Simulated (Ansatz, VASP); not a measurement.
Ag in VASP and in Ansatz

```
Ag
1.0
     0.00000    2.00187    2.02721
     2.05255    0.00000    2.02721
     2.05255    2.00187    0.00000
Ag
1
Direct
  0.00000 0.00000 0.00000
```

Change from the starting cell: strain +0.0125 x Voigt [1, -1, 0, 0, 0, 0], atoms carried along.

Alike in both runs: task single point; functional PBEsol; k mesh 26 × 26 × 26; occupations gaussian, width 0.15 eV; no spin polarisation.

```csv
,VASP,Ansatz
version,VASP 6.6.1,Ansatz 0.2.0
potentials or method,"VASP PAW PBE potentials, release 64 (Ag), cutoff 520 eV","scalar-relativistic, plane waves, PAW"
valence electrons in the cell,11,19
```

```csv
,VASP,Ansatz,Ansatz less VASP
gap on the k mesh at the Fermi level (eV),none,none,-
pressure (GPa),-0.2,0.0,+0.12
"traceless stress, the component that is largest in VASP (GPa)",-0.58,-0.58,-0.005
```

VASP's potentials were made for PBE, not for PBEsol. A gap of «none» marks a metal or a gap that the smearing closes. With one functional, cell and mesh, what is left measures potentials, basis and numerics. VASP's potentials hold 11 valence electrons a cell and Ansatz's 19, so a difference there can come from the potentials and not from the codes.
